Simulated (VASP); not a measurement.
Set up this calculation in VASP 6.6.1, as the native input.

```
Task                   : single point
Functional             : r2SCAN
Potentials or basis    : VASP PAW PBE potentials, release 64 (Ga_d, N)
Cutoff                 : 520 eV
k mesh                 : 12 × 12 × 6
Occupations            : gaussian, width 0.05 eV
Spin                   : no spin polarisation
Dipole correction      : no
Further INCAR settings : ALGO = Normal; EDIFF = 1e-06; NBANDS = 26
```

Crystal: GaN.

```
CELL_PARAMETERS angstrom
3.18000 0.00000 0.00000
-1.59000 2.75396 0.00000
0.00000 0.00000 5.16600
ATOMIC_POSITIONS crystal
Ga 0.35299 0.66667 0.00000
Ga 0.68632 0.33333 0.50000
N 0.33333 0.66667 0.37500
N 0.66667 0.33333 0.87500
```

This cell differs from its parent crystal: all Ga atoms moved +0.062 Å, as atom 1 along Cartesian [1 0 0].

One way to write it, as run:

POSCAR

```
GaN
1.0
    3.1799996605      0.0000000000      0.0000000000
   -1.5899998303      2.7539604900      0.0000000000
    0.0000000000      0.0000000000      5.1660000000
Ga N
2 2
Direct
    0.3529874235      0.6666666667      0.0000000000
    0.6863207568      0.3333333333      0.5000000000
    0.3333333333      0.6666666667      0.3750000000
    0.6666666667      0.3333333333      0.8750000000
```

INCAR.step1

```
  PREC = Accurate
  ENCUT = 520
  ISMEAR = 0
  SIGMA = 0.05
  LREAL = F
  LASPH = T
  NELM = 80
  NBANDS = 26
  GGA = PE
  ALGO = Normal
  EDIFF = 1E-4
  LWAVE = T
  LCHARG = F
```

INCAR.step2

```
  PREC = Accurate
  ENCUT = 520
  EDIFF = 1E-6
  ISMEAR = 0
  SIGMA = 0.05
  LREAL = F
  LASPH = T
  NELM = 80
  ALGO = Normal
  ISIF = 2
  LWAVE = F
  LCHARG = F
  METAGGA = R2SCAN
  LMIXTAU = T
  NBANDS = 26
  ISTART = 1
```

KPOINTS

```
Automatic mesh
0
Gamma
  12 12 6
```

Potentials or basis: VASP PAW PBE potentials, release 64 (Ga_d, N).

Command:

```sh
$ cat potpaw_PBE.64/Ga_d/POTCAR potpaw_PBE.64/N/POTCAR > POTCAR
$ cp INCAR.step1 INCAR
$ mpirun -np 1 vasp_std > vasp.out
$ cp INCAR.step2 INCAR
$ mpirun -np 1 vasp_std > vasp.out
```

Results of the run:

```
Pressure               : 2.6 GPa
Largest force          : 0.840 eV/Å
Band gap on the k mesh : 2.32 eV
```

Caveat: the cell differs from its parent crystal (all Ga atoms moved +0.062 Å, as atom 1 along Cartesian [1 0 0]); the PAW data sets were made with another functional, which shifts forces and pressure a little.

It took 17 min on 1 thread of Oxide Virtual Turin-like Processor, on a shared host, peak memory 0.32 GiB.
